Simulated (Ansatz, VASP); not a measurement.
One calculation of Li4SiN, two programs

```xyz
6
Lattice="5.7412 0.0000 0.0000 0.0000 5.7412 0.0000 0.0000 0.0000 2.4462" Properties=species:S:1:pos:R:3 pbc="T T T"
Li    4.0411    4.0411    1.2231
Li    1.7001    1.7001    1.2231
Li    1.7001    4.0411    1.2231
Li    4.0411    1.7001    1.2231
Si    0.0000    0.0000    0.0000
N     2.8706    2.8706    0.0000
```

Alike in both runs: functional PBE; k mesh 4 × 4 × 6; occupations gaussian, width 0.1 eV; no spin polarisation.

Ansatz relaxed the structure, and its values are those at the end. VASP's run is a single point on that final structure, the one shown.

```csv
,VASP,Ansatz
version,VASP 6.6.1,Ansatz 0.2.0
potentials or method,"VASP PAW PBE potentials, release 64 (Li_sv, Si, N), cutoff 520 eV","scalar-relativistic, plane waves, PAW"
valence electrons in the cell,21,21
```

|  | VASP | Ansatz | Ansatz less VASP |
| --- | --- | --- | --- |
| gap on the k mesh at the Fermi level (eV) | none | none | - |
| rms of the force components (eV/Å) | 0.004 | 0.001 | -0.0032 |

A gap of «none» marks a metal or a gap that the smearing closes.

The k mesh is coarse, so the values compare programs but aren't converged. Noted on VASP's run: the cutoff is short for stress, so the pressure is rough.
